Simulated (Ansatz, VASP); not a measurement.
## InSe: VASP beside Ansatz

```
Se In
1.0
     4.02661    0.00000    0.00000
    -2.01331    3.48715    0.00000
     0.00000    0.00000   28.27071
Se In
4 4
Direct
  0.00000 0.00000 0.15918
  0.00000 0.00000 0.34967
  0.22222 0.88889 0.46144
  0.22222 0.88889 0.65194
  0.66667 0.33333 0.20500
  0.66667 0.33333 0.30385
  0.88889 0.22222 0.50727
  0.88889 0.22222 0.60611
```

Alike in both runs: task single point; functional PBE; dispersion D3(BJ); k mesh 9 × 9 × 1; occupations gaussian, width 0.05 eV; no spin polarisation.

|  | VASP | Ansatz |
| --- | --- | --- |
| version | VASP 6.6.1 | Ansatz 0.2.0 |
| potentials or method | VASP PAW PBE potentials, release 64 (Se, In_d), cutoff 520 eV | scalar-relativistic, plane waves, PAW |
| valence electrons in the cell | 76 | 116 |

Ansatz gave:

| Property | Result |
| --- | --- |
| gap on the k mesh at the Fermi level (eV) | 1.02 |
| least direct gap on the mesh (eV) | 1.08 |
| rms of the force components (eV/Å) | 0.050 |

**Question.** What did VASP give for the same quantities?

**Answer.** gap on the k mesh at the Fermi level (eV): 1.01; least direct gap on the mesh (eV): 1.07; rms of the force components (eV/Å): 0.048.

VASP's potentials hold 76 valence electrons a cell and Ansatz's 116, so a difference there can come from the potentials and not from the codes.
